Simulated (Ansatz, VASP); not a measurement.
# Two plane-wave programs on Cu

```xyz
4
Lattice="2.5670 0.0000 0.0000 -1.2835 2.2231 0.0000 0.0000 0.0000 8.3866" Properties=species:S:1:pos:R:3 pbc="T T T"
Cu    0.0000    0.0000    0.0000
Cu    0.0000    1.4821    2.0966
Cu    0.0000    0.0000    4.1933
Cu    1.2835    0.7410    6.2899
```

Alike in both runs: task relaxation of cell and atoms; functional LDA; k mesh 18 × 18 × 6; occupations gaussian, width 0.1 eV; no spin polarisation.

|  | VASP | Ansatz |
| --- | --- | --- |
| version | VASP 6.6.1 | Ansatz 0.2.0 |
| potentials or method | VASP PAW LDA potentials, release 64 (Cu), cutoff 600 eV | scalar-relativistic, plane waves, PAW |
| valence electrons in the cell | 44 | 76 |

```tsv
	VASP	Ansatz	Ansatz less VASP
gap on the k mesh at the Fermi level, each at its own relaxed structure (eV)	none	none	-
relaxed volume (Å³/atom)	10.94	10.89	-0.046
relaxed cell length with the largest relative difference (Å)	2.491	2.488	-0.0039
```

LDA's correlation is that of Perdew and Zunger in VASP and of Perdew and Wang (1992) in Ansatz. A gap of «none» marks a metal or a gap that the smearing closes. VASP's potentials hold 44 valence electrons a cell and Ansatz's 76, so a difference there can come from the potentials and not from the codes.
